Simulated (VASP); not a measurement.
Write the native input for VASP 6.6.1 that does the following.

| Quantity | Value |
| --- | --- |
| Task | single point |
| Functional | PBE |
| Potentials or basis | VASP PAW PBE potentials, release 64 (Ta_pv, Tl_d) |
| Cutoff | 520 eV |
| k mesh | 6 × 6 × 6 |
| Occupations | gaussian, width 0.1 eV |
| Spin | no spin polarisation |
| Dipole correction | no |
| Further INCAR settings | ALGO = Fast; EDIFF = 1e-07; NBANDS = 44 |

The structure of Ta2Tl lies in POSCAR:

```
Ta2Tl
1.0
    5.8866021514      0.0000000000      0.0000000000
    0.0000000000      5.8866021514      0.0000000000
    0.0000000000      0.0000000000      5.8866021514
Ta Tl
4 2
Direct
    0.2500000000      0.2500000000      0.2500000000
    0.2500000000      0.7500000000      0.7500000000
    0.7500000000      0.7500000000      0.2500000000
    0.7500000000      0.2500000000      0.7500000000
    0.0000000000      0.0000000000      0.0000000000
    0.5000000000      0.5000000000      0.5000000000
```

These files were run (other wordings do the same):

INCAR

```
SYSTEM = Ta2Tl
ALGO = Fast
EDIFF = 1E-7
ENCUT = 520
GGA = PE
ISIF = 2
ISMEAR = 0
LASPH = .TRUE.
LCHARG = .FALSE.
LREAL = .FALSE.
LWAVE = .FALSE.
NBANDS = 44
NELM = 60
PREC = Accurate
SIGMA = 0.1
```

KPOINTS

```
k-points
0
G
  6 6 6
  0 0 0
```

Potentials or basis: VASP PAW PBE potentials, release 64 (Ta_pv, Tl_d).

The run is started by

```console
$ cat potpaw_PBE.64/Ta_pv/POTCAR potpaw_PBE.64/Tl_d/POTCAR > POTCAR
$ mpirun -np 1 vasp_std > vasp.out
```

It gave:

```yaml
Pressure: 0.0 GPa
Band_gap_on_the_k_mesh: zero (band 35 reaches 3.48 eV, above the bottom of band 36 at 2.62 eV)
```

Caveat: spin-orbit coupling is left out, which moves the levels of the heavy elements.

Run time: 3.7 min on 1 thread of Intel(R) Xeon(R) 6975P-C (Granite Rapids), on a shared host, peak memory 0.42 GiB.
